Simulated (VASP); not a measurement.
# GaGe: single point with PBEsol

The system is GaGe.

```
Ga Ge
1.0
     0.00000    2.98973    2.98973
     2.98973    0.00000    2.98973
     2.98973    2.98973    0.00000
Ga Ge
1 1
Direct
  0.75000 0.75000 0.75000
  0.00000 0.00000 0.00000
```

This cell differs from its parent crystal: strained.

- Program: VASP 6.6.1
- Task: single point
- Functional: PBEsol
- Potentials or basis: VASP PAW PBE potentials, release 64 (Ga_d, Ge_d)
- Cutoff: 520 eV
- k mesh: 12 × 12 × 12
- Occupations: gaussian, width 0.1 eV
- Spin: no spin polarisation
- Dipole correction: no
- Further INCAR settings: ALGO = Normal; EDIFF = 1e-06; NBANDS = 20

The pressure is -5.8 GPa.

Levels at points of the mesh, in eV from the Fermi level:
| k point | band 12 | band 13 | band 14 | band 15 | band 16 | band 17 |
| --- | --- | --- | --- | --- | --- | --- |
| (0.00, 0.00, 0.00) | 1.19 | 1.54 | 1.54 | 1.54 | 4.18 | 4.18 |
| (0.50, 0.00, 0.00) | -5.09 | 0.37 | 0.37 | 1.63 | 5.14 | 5.14 |
| (0.50, 0.50, 0.00) | -5.58 | -1.09 | -1.09 | 2.26 | 2.31 | 10.16 |

It took 73 s on 1 thread of Intel(R) Xeon(R) Platinum 8488C (Sapphire Rapids), on a shared host, peak memory 0.22 GiB.

Caveat: the cell differs from its parent crystal (strained); the PAW data sets were made with another functional, which shifts forces and pressure a little.
